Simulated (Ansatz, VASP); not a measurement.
# Sc in VASP and in Ansatz

Contents of INCAR:

```
SYSTEM = Sc
PREC     = Accurate       ! precision mode
ENCUT    = 520            ! plane-wave cutoff, eV
EDIFF    = 1E-7           ! SCF threshold, eV
ISMEAR   = -1             ! smearing method
SIGMA    = 0.05           ! smearing width, eV
LREAL    = .FALSE.        ! projectors in reciprocal space
LASPH    = .TRUE.         ! aspherical terms in the spheres
NELM     = 150            ! most SCF steps
ALGO     = Normal         ! electronic algorithm
ISIF     = 2              ! what is computed and relaxed
LWAVE    = .FALSE.        ! write WAVECAR
LCHARG   = .TRUE.         ! write CHGCAR
ISPIN    = 2              ! spin polarisation
MAGMOM   = 1              ! initial moments
LORBIT   = 11             ! projections on sites
LMAXMIX  = 4              ! l up to which the mixer works
GGA      = PE             ! functional
LELF     = .TRUE.         ! ELF
LVHAR    = .TRUE.       
NBANDS   = 16             ! bands
```

KPOINTS

```
regular mesh
0
G
  19 19 19
  0 0 0
```

The input POSCAR:

```
Sc
1.0
    0.0000000000      2.3106659369      2.3106659369
    2.3106659369      0.0000000000      2.3106659369
    2.3106659369      2.3106659369      0.0000000000
Sc
1
Direct
    0.0000000000      0.0000000000      0.0000000000
```

Input for Ansatz:

```yaml
crystal:
  lattice:
    - [0.0, 2.3106659369, 2.3106659369]
    - [2.3106659369, 0.0, 2.3106659369]
    - [2.3106659369, 2.3106659369, 0.0]
  atoms:
    - { symbol: Sc, position: [0.0, 0.0, 0.0], spin: 1.0 }
hamiltonian:
  xc: pbe
  pseudopotentials:
    kind: paw
    azcp:
      Sc: "pseudopotentials/Sc.paw.azcp"
basis:
  ecutwfc: 420
  fft_grid_basis: typed
kpoints:
  mp_grid: { grid: [19, 19, 19], shift: [0, 0, 0] }
magnetization:
  spin_polarized: true
scf:
  occupations: { method: fermi_dirac, width: 0.05 }
```

Alike in both runs: task single point; functional PBE; k mesh 19 × 19 × 19; occupations fermi-dirac, width 0.05 eV; collinear spin.

|  | VASP | Ansatz |
| --- | --- | --- |
| version | VASP 6.6.1 | Ansatz 0.2.0 |
| potentials or method | VASP PAW PBE potentials, release 64 (Sc_sv), cutoff 520 eV | plane waves (420 eV) with PAW, scalar-relativistic |
| valence electrons in the cell | 11 | 11 |

|  | VASP | Ansatz | Ansatz less VASP |
| --- | --- | --- | --- |
| net moment per atom (μB) | 0.00 | 0.00 | 0.000 |

The functional is the same, so the differences come from potentials, cutoffs and numerics. Ansatz's warnings: seeded moment not kept.
